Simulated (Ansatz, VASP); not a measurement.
Given: the input of a run of Ansatz 0.2.0 on BN.

Contents of input.yaml:

```yaml
crystal:
  lattice:
    - [0.0, 1.74048096, 1.813001]
    - [1.74048096, 0.0, 1.813001]
    - [1.74048096, 1.74048096, 0.0]
  atoms:
    - { symbol: "N", position: [0.25, 0.25, 0.25] }
    - { symbol: B, position: [0.0, 0.0, 0.0] }
hamiltonian:
  xc: pbesol
  pseudopotentials: { kind: paw }
kpoints:
  mp_grid: { grid: [11, 11, 11] }
scf:
  occupations: { method: fermi_dirac, width: 0.05 }
output:
  forces: true
  stress: true
  eigenvalues: true
```

Potentials or basis: Ansatz PAW.

The run is started by

```bash
$ ansatz run input.yaml --threads 1 --pin off --max-ram 3584MiB --backend cpu --events-out ev --progress --plain --runs-dir out
```

Question: Translate it to VASP 6.6.1. Potentials there: VASP PAW PBE potentials, release 64 (N, B).

Answer: As run (the cutoff follows the program's own potentials):

INCAR

```
  PREC = Accurate
  ENCUT = 600
  EDIFF = 1E-6
  ISMEAR = -1
  SIGMA = 0.05
  LREAL = False
  LASPH = True
  NELM = 120
  ALGO = Normal
  ISIF = 2
  LWAVE = False
  LCHARG = False
  GGA = PS
  NBANDS = 11
  GGA_COMPAT = False
```

Contents of KPOINTS:

```
Automatic mesh
0
Gamma
  11 11 11
```

The input POSCAR:

```
BN
1.0
    0.0000000000      1.7404809600      1.8130010000
    1.7404809600      0.0000000000      1.8130010000
    1.7404809600      1.7404809600      0.0000000000
N B
1 1
Direct
    0.2500000000      0.2500000000      0.2500000000
    0.0000000000      0.0000000000      0.0000000000
```

Potentials or basis: VASP PAW PBE potentials, release 64 (N, B).

Run with:

```console
$ cat potpaw_PBE.64/N/POTCAR potpaw_PBE.64/B/POTCAR > POTCAR
$ mpirun -np 1 vasp_std > vasp.out
```

Both were run:

|  | VASP | Ansatz | Ansatz less VASP |
| --- | --- | --- | --- |
| gap on the k mesh at the Fermi level (eV) | 4.08 | 4.09 | +0.012 |
| least direct gap on the mesh (eV) | 8.87 | 8.88 | +0.009 |

VASP's potentials were made for PBE, not for PBEsol. The functional is the same, so the differences come from potentials, cutoffs and numerics.

Noted on Ansatz's run: Pulay correction over one GPa; odd divisions of the mesh miss points on the zone boundary, where band edges often lie, so the gap on the mesh can be too wide.
